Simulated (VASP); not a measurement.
A run of VASP 6.6.1 is set up as follows.

The input INCAR:

```
PREC     = Accurate       # precision mode
ENCUT    = 520            # plane-wave cutoff, eV
EDIFF    = 1E-6           # SCF threshold, eV
ISMEAR   = -1             # smearing method
SIGMA    = 0.1            # smearing width, eV
LREAL    = F              # projectors in reciprocal space
LASPH    = T              # aspherical terms in the spheres
NELM     = 80             # most SCF steps
ALGO     = Normal         # electronic algorithm
ISIF     = 2              # what is computed and relaxed
LWAVE    = F              # write WAVECAR
LCHARG   = T              # write CHGCAR
GGA      = PE             # functional
LELF     = T              # ELF
LVHAR    = T            
NBANDS   = 17             # bands
```

The input KPOINTS:

```
Automatic mesh
0
Gamma
  11 11 11
```

POSCAR

```
PbS
1.0
    2.9919464795      0.0000000000      0.0000000000
    0.0000000000      2.9919464795      0.0000000000
    0.0000000000      0.0000000000      2.9919464795
Pb S
1 1
Direct
    0.0000000000      0.0000000000      0.0000000000
    0.5000000000      0.5000000000      0.5000000000
```

Potentials or basis: VASP PAW PBE potentials, release 64 (Pb_d, S).

Launch:

```sh
$ cat potpaw_PBE.64/Pb_d/POTCAR potpaw_PBE.64/S/POTCAR > POTCAR
$ mpirun -np 1 vasp_std > vasp.out
```

Q: Estimate the pressure.

A: 120.2 GPa.

Q: Estimate the band gap on the k mesh.

A: Zero (band 10 reaches 16.96 eV, above the bottom of band 11 at 12.94 eV).

Caveat: spin-orbit coupling is left out, which moves the levels of the heavy elements.
